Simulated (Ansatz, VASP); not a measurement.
# One calculation of Cu, two programs

```
CELL_PARAMETERS angstrom
-0.01815 1.81487 1.81487
1.81487 -0.01815 1.81487
1.79673 1.79673 0.00000
ATOMIC_POSITIONS crystal
Cu 0.00000 0.00000 0.00000
```

Change from the starting cell: strain -0.0200 x Voigt [0, 0, 0, 0, 0, 1], atoms carried along.

Alike in both runs: task single point; functional PBE; k mesh 28 × 28 × 28; occupations gaussian, width 0.15 eV; no spin polarisation.

|  | VASP | Ansatz |
| --- | --- | --- |
| version | VASP 6.6.1 | Ansatz 0.2.0 |
| potentials or method | VASP PAW PBE potentials, release 64 (Cu), cutoff 520 eV | scalar-relativistic, plane waves, PAW |
| valence electrons in the cell | 11 | 19 |

```csv
,VASP,Ansatz,Ansatz less VASP
gap on the k mesh at the Fermi level (eV),none,none,-
pressure (GPa),0.6,0.0,-0.52
"traceless stress, the component that is largest in VASP (GPa)",1.66,1.67,+0.005
```

A gap of «none» marks a metal or a gap that the smearing closes. VASP's potentials hold 11 valence electrons a cell and Ansatz's 19, so a difference there can come from the potentials and not from the codes.
